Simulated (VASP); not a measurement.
Runs of VASP 6.6.1 on Re. The structure is that of space group Im-3m (No. 229), or close to it. The cells are those of the table. This isn't the form of Re at room conditions, which is hcp.

```tsv
cell	gap on the mesh (eV)	pressure (GPa)
a = 2.584 Å, angles 109.5°, 1 atom	none	60.7
a = 2.651 Å, angles 109.5°, 1 atom	none	19.9
a = 2.696 Å, angles 109.5°, 1 atom	none	(a)
a = 2.615 Å, angles 109.5°, 1 atom	none	40.3
```

Alike in all rows: task single point; level PBE; potentials or basis VASP PAW PBE potentials, release 64 (Re); no spin polarisation; k mesh 11 × 11 × 11; cutoff (eV) 600; smearing methfessel-paxton 0.1 eV.

Q: Estimate the missing entries.

A: (a) -0.4.

Caveats: spin-orbit coupling is left out, which moves the levels of the heavy elements; the cell stands under pressure (at least some runs).

A k mesh can miss the band edges, and the runs leave out spin-orbit coupling on Re.

A gap of «none» marks levels without a gap at the run's occupations.
